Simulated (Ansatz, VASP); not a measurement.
**One calculation of In, two programs**

INCAR

```
SYSTEM = In
ALGO = Normal
EDIFF = 1E-7
EDIFFG = -0.03
ENCUT = 500
GGA = PE
GGA_COMPAT = .False.
IBRION = 2
ISIF = 3
ISMEAR = 0
LASPH = .True.
LCHARG = .False.
LREAL = .False.
LWAVE = .False.
NELM = 120
NELMIN = 4
NSW = 80
PREC = Accurate
SIGMA = 0.05
```

File KPOINTS:

```
k-points
0
Gamma
  8 8 4
  0 0 0
```

Contents of POSCAR:

```
In
1.0
    3.3318057898      0.0000000000      0.0000000000
   -1.6659028949      2.8854284544      0.0000000000
    0.0000000000      0.0000000000      5.4419494566
In
2
Direct
    0.3333333333      0.6666666667      0.7500000000
    0.6666666667      0.3333333333      0.2500000000
```

Input for Ansatz:

```yaml
crystal:
  lattice:
    - [3.3318057898, 0.0, 0.0]
    - [-1.6659028949, 2.8854284544, 0.0]
    - [0.0, 0.0, 5.4419494566]
  atoms:
    - { symbol: In, position: [0.3333333333, 0.6666666667, 0.75] }
    - { symbol: In, position: [0.6666666667, 0.3333333333, 0.25] }
basis:
  ecutwfc: 420
  ecutrho_ratio: 4
kpoints:
  mp_grid: { grid: [8, 8, 4] }
hamiltonian:
  xc: pbe
scf:
  occupations: { method: gaussian, width: 0.05 }
output:
  forces: true
  stress: true
  eigenvalues: true
relax:
  f_tol: 0.03
  max_steps: 60
  cell: { stress_tol: 0.3 }
```

Alike in both runs: task relaxation of cell and atoms; functional PBE; k mesh 8 × 8 × 4; occupations gaussian, width 0.05 eV; no spin polarisation.

|  | VASP | Ansatz |
| --- | --- | --- |
| version | VASP 6.6.1 | Ansatz 0.2.0 |
| potentials or method | VASP PAW PBE potentials, release 64 (In_d), cutoff 500 eV | scalar-relativistic, plane waves, PAW |
| valence electrons in the cell | 26 | 26 |

```tsv
	VASP	Ansatz	Ansatz less VASP
gap on the k mesh at the Fermi level, each at its own relaxed structure (eV)	none	none	-
relaxed volume (Å³/atom)	28.16	28.01	-0.148
relaxed cell length with the largest relative difference (Å)	6.002	5.978	-0.0243
```

A gap of «none» marks a metal or a gap that the smearing closes.
